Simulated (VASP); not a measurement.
Set up this calculation in VASP 6.6.1, as the native input.

* Task: single point
* Functional: PBE
* Potentials or basis: VASP PAW PBE potentials, release 64 (Ir, S)
* Cutoff: 500 eV
* k mesh: 9 × 9 × 6
* Occupations: fermi-dirac, width 0.05 eV
* Spin: no spin polarisation
* Dipole correction: no
* Further INCAR settings: ALGO = Normal; EDIFF = 1e-06; NBANDS = 14

The structure of IrS lies in POSCAR:

```
IrS
1.0
    3.4896986500      0.0000000000      0.0000000000
   -1.7448493200      3.0221676800      0.0000000000
    0.0000000000      0.0000000000      4.3456873700
Ir S
1 1
Direct
    0.0000000000      0.0000000000      0.5000000000
    0.6666666700      0.3333333300      0.0000000000
```

One way to write it, as run:

INCAR

```
  PREC = Accurate
  ENCUT = 500
  EDIFF = 1E-6
  ISMEAR = -1
  SIGMA = 0.05
  LREAL = False
  LASPH = True
  NELM = 120
  ALGO = Normal
  ISIF = 2
  LWAVE = False
  LCHARG = False
  GGA = PE
  NBANDS = 14
  GGA_COMPAT = False
```

KPOINTS

```
regular mesh
0
Gamma
  9 9 6
```

Potentials or basis: VASP PAW PBE potentials, release 64 (Ir, S).

Launch:

```bash
$ cat potpaw_PBE.64/Ir/POTCAR potpaw_PBE.64/S/POTCAR > POTCAR
$ mpirun -np 1 vasp_std > vasp.out
```

Results of the run:

- Pressure: -27.6 GPa
- Band gap on the k mesh: zero (an odd number of electrons rules out a gap without spin polarisation)

Caveat: the stress differs along the axes, from -35 to -24 GPa; spin-orbit coupling is left out, which moves the levels of the heavy elements; an odd number of electrons without spin polarisation forces a metal; a magnetic or distorted state may lie lower.

Run time: 46 s on 1 thread of Intel Xeon 8259CL, on a shared host, peak memory 0.18 GiB.
